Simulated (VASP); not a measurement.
Here is a VASP 6.6.1 calculation.

File INCAR:

```
SYSTEM = MnS
METAGGA = R2SCAN ; ISPIN = 2
MAGMOM = 4 -4 0 0 ; LORBIT = 11
LDAU = .True. ; LDAUTYPE = 2
LDAUL = 2 -1 ; LDAUU = 5 0
LDAUJ = 0 0 ; ISMEAR = 0
SIGMA = 0.03 ; LWAVE = .False.
LCHARG = .False. ; NBANDS = 38
PREC = Accurate ; LASPH = .True.
LREAL = .False. ; ALGO = Normal
EDIFF = 1E-6 ; NELM = 200
GGA_COMPAT = .False. ; ENCUT = 310
EFERMI = MIDGAP ; LMAXMIX = 4
LMIXTAU = .True. ; KPAR = 8
```

Contents of KPOINTS:

```
Automatic mesh
0
Gamma
  5 5 3
  0 0 0
```

Contents of KPOINTS_OPT:

```
path GMKGALHA,LM,KH
12
line-mode
reciprocal
 0.0000000000  0.0000000000  0.0000000000  G
 0.5000000000  0.0000000000  0.0000000000  M

 0.5000000000  0.0000000000  0.0000000000  M
 0.3333333333  0.3333333333  0.0000000000  K

 0.3333333333  0.3333333333  0.0000000000  K
 0.0000000000  0.0000000000  0.0000000000  G

 0.0000000000  0.0000000000  0.0000000000  G
 0.0000000000  0.0000000000  0.5000000000  A

 0.0000000000  0.0000000000  0.5000000000  A
 0.5000000000  0.0000000000  0.5000000000  L

 0.5000000000  0.0000000000  0.5000000000  L
 0.3333333333  0.3333333333  0.5000000000  H

 0.3333333333  0.3333333333  0.5000000000  H
 0.0000000000  0.0000000000  0.5000000000  A

 0.5000000000  0.0000000000  0.5000000000  L
 0.5000000000  0.0000000000  0.0000000000  M

 0.3333333333  0.3333333333  0.0000000000  K
 0.3333333333  0.3333333333  0.5000000000  H
```

File POSCAR:

```
MnS
1.0
    3.9535769233      0.0000000000      0.0000000000
   -1.9767884617      3.4238980514      0.0000000000
    0.0000000000      0.0000000000      6.3425288600
Mn S
2 2
Direct
    0.6666666667      0.3333333333      0.4988446700
    0.3333333333      0.6666666667      0.9988446700
    0.3333333333      0.6666666667      0.6261543000
    0.6666666667      0.3333333333      0.1261543000
```

Potentials or basis: VASP PAW PBE potentials, release 64 (Mn_pv, S).

The run is started by

```console
$ cat potpaw_PBE.64/Mn_pv/POTCAR potpaw_PBE.64/S/POTCAR > POTCAR
$ mpirun -np 8 vasp_std > vasp.out
```

Task: Estimate the band gap along the path.

Result: 3.08 eV.

Task: Estimate the net moment.

Result: 0.00 μB per cell.

Task: What does it give for the site moments?

Result: Mn +4.60, -4.60; S +0.00, -0.00 μB.

Task: Predict the band gap on the k mesh.

Result: 3.08 eV.

Forces in eV/Å, atoms in the order of the input:
```
Mn   0.000  0.000  0.299
Mn   0.000  0.000  0.299
S    0.000  0.000 -0.299
S    0.000  0.000 -0.299
```

Caveat: the PAW data sets were made with another functional, which shifts forces and pressure a little. The state reached can hang on the start; a lower one may exist.
